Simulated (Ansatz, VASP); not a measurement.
Cd: VASP beside Ansatz

Contents of INCAR:

```
SYSTEM = Cd
  PREC = Accurate
  ENCUT = 520
  EDIFF = 1E-7
  ISMEAR = 0
  SIGMA = 0.15
  LREAL = .False.
  LASPH = .True.
  NELM = 60
  ALGO = Fast
  ISIF = 2
  LWAVE = .False.
  LCHARG = .False.
  GGA = PS
  NBANDS = 19
```

File KPOINTS:

```
Automatic mesh
0
Gamma
  18 18 8
  0 0 0
```

Contents of POSCAR:

```
Cd
1.0
    3.0533443208      0.0000000000      0.0000000000
   -1.5266721604      2.6442737483      0.0000000000
    0.0000000000      0.0000000000      5.3367675000
Cd
2
Direct
    0.3333333333      0.6666666667      0.2500000000
    0.6666666667      0.3333333333      0.7500000000
```

Input for Ansatz:

```yaml
crystal:
  lattice:
    - [3.0533443208, 0.0, 0.0]
    - [-1.5266721604, 2.6442737483, 0.0]
    - [0.0, 0.0, 5.3367675]
  atoms:
    - { symbol: Cd, position: [0.3333333333, 0.6666666667, 0.25] }
    - { symbol: Cd, position: [0.6666666667, 0.3333333333, 0.75] }
basis:
  ecutwfc: 420
kpoints:
  mp_grid: { grid: [18, 18, 8] }
hamiltonian:
  xc: pbesol
scf:
  occupations: { method: gaussian, width: 0.15 }
output:
  forces: true
  stress: true
  eigenvalues: true
```

Change from the starting cell: strain +0.025 along x and y, -0.050 along z, atoms carried along.

Alike in both runs: task single point; functional PBEsol; k mesh 18 × 18 × 8; occupations gaussian, width 0.15 eV; no spin polarisation.

```csv
,VASP,Ansatz
version,VASP 6.6.1,Ansatz 0.2.0
potentials or method,"VASP PAW PBE potentials, release 64 (Cd), cutoff 520 eV","scalar-relativistic, plane waves, PAW"
valence electrons in the cell,24,40
```

Ansatz gave:

| Quantity | Value |
| --- | --- |
| gap on the k mesh at the Fermi level (eV) | none |
| pressure (GPa) | -2.0 |
| traceless stress, the component that is largest in VASP (GPa) | 1.25 |

**Question.** Estimate VASP's values.

**Answer.** gap on the k mesh at the Fermi level (eV): none; pressure (GPa): -1.6; traceless stress, the component that is largest in VASP (GPa): 1.18.

VASP's potentials were made for PBE, not for PBEsol. A gap of «none» marks a metal or a gap that the smearing closes. The functional is the same, so the differences come from potentials, cutoffs and numerics. VASP's potentials hold 24 valence electrons a cell and Ansatz's 40, so a difference there can come from the potentials and not from the codes.
